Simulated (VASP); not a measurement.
Here is a VASP 6.6.1 calculation.

The input INCAR:

```
PREC     = Accurate       # precision mode
ENCUT    = 600            # plane-wave cutoff, eV
EDIFF    = 1E-6           # SCF threshold, eV
ISMEAR   = 0              # smearing method
SIGMA    = 0.1            # smearing width, eV
LREAL    = F              # projectors in reciprocal space
LASPH    = T              # aspherical terms in the spheres
NELM     = 60             # most SCF steps
ALGO     = Normal         # electronic algorithm
ISIF     = 3              # what is computed and relaxed
LWAVE    = F              # write WAVECAR
LCHARG   = F              # write CHGCAR
GGA      = PE             # functional
IBRION   = 2              # ionic algorithm
NSW      = 100            # ionic steps
EDIFFG   = -0.01          # ionic threshold
```

Contents of KPOINTS:

```
regular mesh
0
Gamma
  20 20 20
```

The input POSCAR:

```
BeTe
1.0
   -1.9026624860      1.9026624860      2.6547703065
    1.9026624860     -1.9026624860      2.6547703065
    1.9026624860      1.9026624860     -2.6547703065
Be Te
1 1
Direct
    0.5000000000      0.5000000000      0.0000000000
    0.0000000000      0.0000000000      0.0000000000
```

Potentials or basis: VASP PAW PBE potentials, release 64 (Be, Te).

Launch:

```console
$ cat potpaw_PBE.64/Be/POTCAR potpaw_PBE.64/Te/POTCAR > POTCAR
$ mpirun -np 1 vasp_std > vasp.out
```

(1) Estimate the band gap on the k mesh.

(2) Predict the relaxed cell.

(3) What does it give for the space group after relaxing (to 0.05 Å)?

Answers

(1) zero (band 4 reaches 7.52 eV, above the bottom of band 5 at 6.30 eV).

(2) a = 3.792 Å, b = 3.792 Å, c = 3.792 Å, α = 120.02°, β = 120.02°, γ = 89.96°.

(3) Fm-3m (No. 225).

Caveat: spin-orbit coupling is left out, which moves the levels of the heavy elements.
